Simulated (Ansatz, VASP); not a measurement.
**KAg in VASP and in Ansatz**

```xyz
2
Lattice="4.7732 0.0000 0.0000 -2.3866 4.1337 0.0000 0.0000 0.0000 4.3741" Properties=species:S:1:pos:R:3 pbc="T T T"
K     0.0000    0.0000    0.0000
Ag    2.3866    1.3779    2.1870
```

Alike in both runs: functional PBE; k mesh 12 × 12 × 8; occupations gaussian, width 0.01 eV; no spin polarisation.

Ansatz relaxed the structure, and its values are those at the end. VASP's run is a single point on that final structure, the one shown.

```csv
,VASP,Ansatz
version,VASP 6.6.1,Ansatz 0.2.0
potentials or method,"VASP PAW PBE potentials, release 64 (K_sv, Ag), cutoff 520 eV","scalar-relativistic, plane waves, PAW"
valence electrons in the cell,20,28
```

```csv
,VASP,Ansatz,Ansatz less VASP
gap on the k mesh at the Fermi level (eV),0.20,0.20,+0.004
least direct gap on the mesh (eV),1.32,1.32,+0.002
pressure (GPa),0.0,0.0,0.00
```

With one functional, cell and mesh, what is left measures potentials, basis and numerics. VASP's potentials hold 20 valence electrons a cell and Ansatz's 28, so a difference there can come from the potentials and not from the codes.
